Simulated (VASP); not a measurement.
## Ti: single point with PBEsol

Crystal: Ti.

```
Ti
1.0
    -1.47062    1.47062    1.70768
     1.47062   -1.47062    1.70768
     1.47062    1.47062   -1.70768
Ti
1
Direct
  0.00000 0.00000 0.00000
```

This cell differs from its parent crystal: volume 14.773 Å^3 an atom, c/a of the conventional cell 1.1612.

| Item | Value |
| --- | --- |
| Program | VASP 6.6.1 |
| Task | single point |
| Functional | PBEsol |
| Potentials or basis | VASP PAW PBE potentials, release 64 (Ti_sv) |
| Cutoff | 520 eV |
| k mesh | 22 × 22 × 22 |
| Occupations | gaussian, width 0.15 eV |
| Spin | no spin polarisation |

* Pressure: 15.6 GPa
* Band gap on the k mesh: zero (band 6 reaches 10.89 eV, above the bottom of band 7 at 9.10 eV)

Stress tensor (GPa, compression positive):
```
15.10  0.00  0.00
 0.00 15.10  0.00
 0.00  0.00 16.67
```

Levels at points of the mesh, in eV from the Fermi level:
| k point | band 4 | band 5 | band 6 | band 7 | band 8 | band 9 |
| --- | --- | --- | --- | --- | --- | --- |
| (0.00, 0.00, 0.00) | -31.81 | -6.33 | 0.78 | 0.78 | 1.92 | 2.31 |
| (0.50, 0.00, 0.00) | -31.83 | -2.92 | -0.10 | 1.38 | 2.19 | 3.92 |
| (0.50, 0.50, 0.00) | -31.95 | -3.06 | -1.57 | 2.53 | 4.05 | 4.11 |
| (0.50, 0.50, 0.50) | -32.44 | -3.02 | -2.52 | 4.50 | 4.80 | 4.80 |

Wall time 2.4 min on 1 thread of Intel(R) Xeon(R) Platinum 8559C (Emerald Rapids) (shared host), peak memory 0.25 GiB.

Caveat: the PAW data sets were made with another functional, which shifts forces and pressure a little.
